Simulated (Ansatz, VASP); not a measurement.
# LiAl4O: VASP beside Ansatz

File INCAR:

```
PREC = Accurate
ENCUT = 600
EDIFF = 1E-7
ISMEAR = 0
SIGMA = 0.1
LREAL = F
LASPH = T
NELM = 80
ALGO = Normal
ISIF = 3
LWAVE = F
LCHARG = F
GGA = PE
IBRION = 2
NSW = 90
EDIFFG = -0.04
```

Contents of KPOINTS:

```
regular mesh
0
Gamma
  4 4 4
```

POSCAR

```
LiAl4O
1.0
    2.4954046200     -4.1954064600      0.0000000000
    2.4954046200      4.1954064600      0.0000000000
    0.0000000000      0.0000000000      4.0244327700
Li Al O
1 4 1
Direct
    0.0000000000      0.0000000000      0.5000000000
    0.1683408000      0.8316592000      0.0000000000
    0.8316592000      0.1683408000      0.0000000000
    0.0000000000      0.5000000000      0.5000000000
    0.5000000000      0.0000000000      0.5000000000
    0.5000000000      0.5000000000      0.0000000000
```

Input for Ansatz:

```yaml
crystal:
  lattice:
    - [2.49540462, -4.19540646, 0.0]
    - [2.49540462, 4.19540646, 0.0]
    - [0.0, 0.0, 4.02443277]
  atoms:
    - { symbol: Li, position: [0.0, 0.0, 0.5] }
    - { symbol: Al, position: [0.1683408, 0.8316592, 0.0] }
    - { symbol: Al, position: [0.8316592, 0.1683408, 0.0] }
    - { symbol: Al, position: [0.0, 0.5, 0.5] }
    - { symbol: Al, position: [0.5, 0.0, 0.5] }
    - { symbol: O, position: [0.5, 0.5, 0.0] }
basis:
  ecutwfc: 420
kpoints:
  mp_grid: { grid: [4, 4, 4] }
hamiltonian:
  xc: pbe
scf:
  occupations: { method: gaussian, width: 0.1 }
  lower_state_search: "off"
output:
  forces: true
  stress: true
  eigenvalues: true
relax:
  adjacent_minimum: "off"
  f_tol: 0.04
  max_steps: 70
  cell: { stress_tol: 0.4 }
```

Change from the starting cell: species swapped into the TmAlNi4 type (Cmmm, No. 65).

Alike in both runs: task relaxation of cell and atoms; functional PBE; k mesh 4 × 4 × 4; occupations gaussian, width 0.1 eV; no spin polarisation.

```csv
,VASP,Ansatz
version,VASP 6.6.1,Ansatz 0.2.0
potentials or method,"VASP PAW PBE potentials, release 64 (Li_sv, Al, O), cutoff 600 eV","scalar-relativistic, plane waves, PAW"
valence electrons in the cell,21,21
```

|  | VASP | Ansatz | Ansatz less VASP |
| --- | --- | --- | --- |
| gap on the k mesh at the Fermi level, each at its own relaxed structure (eV) | none | none | - |
| relaxed volume (Å³/atom) | 17.73 | 20.30 | +2.566 |
| relaxed cell length with the largest relative difference (Å) | 4.886 | 5.895 | +1.0091 |

A gap of «none» marks a metal or a gap that the smearing closes. One of these differences is far larger than is usual between the two programs; its cause wasn't traced.

The k mesh is coarse, so the values compare programs but aren't converged. Noted on VASP's run: the cutoff is short for stress, so the pressure is rough; the volume moved by over 15 % at a fixed basis, so the end points are rough.
